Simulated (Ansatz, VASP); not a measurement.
Sn in VASP and in Ansatz

Contents of POSCAR:

```
Sn
1.0
    0.0000000000      3.2500451317      3.2500451317
    3.2500451317      0.0000000000      3.2500451317
    3.2500451317      3.2500451317      0.0000000000
Sn
2
Direct
    0.0000000000      0.0000000000      0.0000000000
    0.2500000000      0.2500000000      0.2500000000
```

File INCAR.step1:

```
SYSTEM = Sn
ALGO     = Normal         ! electronic algorithm
EDIFF    = 1E-4           ! SCF threshold, eV
ENCUT    = 520            ! plane-wave cutoff, eV
GGA      = PE             ! functional
ISMEAR   = 0              ! smearing method
LASPH    = .TRUE.         ! aspherical terms in the spheres
LCHARG   = .FALSE.        ! write CHGCAR
LREAL    = .FALSE.        ! projectors in reciprocal space
LWAVE    = .TRUE.         ! write WAVECAR
NBANDS   = 21             ! bands
NELM     = 80             ! most SCF steps
PREC     = Accurate       ! precision mode
SIGMA    = 0.1            ! smearing width, eV
```

The input INCAR.step2:

```
SYSTEM = Sn
ALGO     = Normal         ! electronic algorithm
EDIFF    = 1E-7           ! SCF threshold, eV
ENCUT    = 520            ! plane-wave cutoff, eV
ISIF     = 2              ! what is computed and relaxed
ISMEAR   = 0              ! smearing method
ISTART   = 1            
LASPH    = .TRUE.         ! aspherical terms in the spheres
LCHARG   = .FALSE.        ! write CHGCAR
LMIXTAU  = .TRUE.       
LREAL    = .FALSE.        ! projectors in reciprocal space
LWAVE    = .FALSE.        ! write WAVECAR
METAGGA  = R2SCAN         ! meta-GGA
NBANDS   = 21             ! bands
NELM     = 80             ! most SCF steps
PREC     = Accurate       ! precision mode
SIGMA    = 0.1            ! smearing width, eV
```

KPOINTS

```
k-points
0
G
  12 12 12
  0 0 0
```

Input for Ansatz:

```yaml
crystal:
  lattice:
    - [0.0, 3.2500451317, 3.2500451317]
    - [3.2500451317, 0.0, 3.2500451317]
    - [3.2500451317, 3.2500451317, 0.0]
  atoms:
    - { symbol: Sn, position: [0.0, 0.0, 0.0] }
    - { symbol: Sn, position: [0.25, 0.25, 0.25] }
basis:
  ecutwfc: 500
kpoints:
  mp_grid: { grid: [12, 12, 12] }
hamiltonian:
  xc: r2scan
scf:
  occupations: { method: gaussian, width: 0.1 }
output:
  forces: true
  stress: true
  eigenvalues: true
```

Alike in both runs: task single point; functional r2SCAN; k mesh 12 × 12 × 12; occupations gaussian, width 0.1 eV; no spin polarisation.

```csv
,VASP,Ansatz
version,VASP 6.6.1,Ansatz 0.2.0
potentials or method,"VASP PAW PBE potentials, release 64 (Sn_d), cutoff 520 eV","scalar-relativistic, plane waves, PAW"
valence electrons in the cell,28,28
```

|  | VASP | Ansatz | Ansatz less VASP |
| --- | --- | --- | --- |
| gap on the k mesh at the Fermi level (eV) | none | none | - |
| pressure (GPa) | 1.4 | 1.4 | +0.03 |

VASP's potentials were made for PBE, not for r2SCAN. A gap of «none» marks a metal or a gap that the smearing closes. With one functional, cell and mesh, what is left measures potentials, basis and numerics.
